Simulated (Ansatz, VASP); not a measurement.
**Two plane-wave programs on Mg**

INCAR

```
SYSTEM = Mg
ALGO = Normal
EDIFF = 1E-8
ENCUT = 520
GGA = CA
ISIF = 2
ISMEAR = -1
LASPH = .TRUE.
LCHARG = .FALSE.
LEFG = .TRUE.
LREAL = .FALSE.
LWAVE = .FALSE.
NBANDS = 9
NELM = 80
PREC = Accurate
SIGMA = 0.08
```

KPOINTS

```
k-points
0
G
  9 9 9
  0 0 0
```

The input POSCAR:

```
Mg
1.0
    0.0000000000      3.4275338026      3.4275338026
    3.4275338026      0.0000000000      3.4275338026
    3.4275338026      3.4275338026      0.0000000000
Mg
2
Direct
    0.0000000000      0.0000000000      0.0000000000
    0.2500000000      0.2500000000      0.2500000000
```

Input for Ansatz:

```yaml
crystal:
  lattice:
    - [0.0, 3.4275338026, 3.4275338026]
    - [3.4275338026, 0.0, 3.4275338026]
    - [3.4275338026, 3.4275338026, 0.0]
  atoms:
    - { symbol: Mg, position: [0.0, 0.0, 0.0] }
    - { symbol: Mg, position: [0.25, 0.25, 0.25] }
kpoints:
  mp_grid: { grid: [9, 9, 9] }
  band_path:
    path:
      - [0.0, 0.0, 0.0]
      - [0.5, 0.0, 0.5]
      - [0.625, 0.25, 0.625]
      - [0.375, 0.375, 0.75]
      - [0.0, 0.0, 0.0]
      - [0.5, 0.5, 0.5]
      - [0.5, 0.25, 0.75]
      - [0.5, 0.0, 0.5]
    npoints: 5
scf:
  occupations: { method: fermi_dirac, width: 0.08 }
hamiltonian:
  xc: lda
  pseudopotentials: { kind: paw }
output:
  forces: true
  stress: true
  eigenvalues: true
  efg: { contact_densities: true }
```

Alike in both runs: task electric field gradients; functional LDA; k mesh 9 × 9 × 9; occupations fermi-dirac, width 0.08 eV; no spin polarisation.

```csv
,VASP,Ansatz
version,VASP 6.6.1,Ansatz 0.2.0
potentials or method,"VASP PAW LDA potentials, release 64 (Mg)","PAW with Ansatz's default frozen-core files, scalar-relativistic"
plane-wave cutoff (eV),520,420
valence electrons in the cell,4,20
```

|  | VASP | Ansatz | Ansatz less VASP |
| --- | --- | --- | --- |
| pressure (GPa) | -0.9 | -0.8 | +0.09 |

LDA's correlation is that of Perdew and Zunger in VASP and of Perdew and Wang (1992) in Ansatz. VASP's potentials hold 4 valence electrons a cell and Ansatz's 20, so a difference there can come from the potentials and not from the codes.
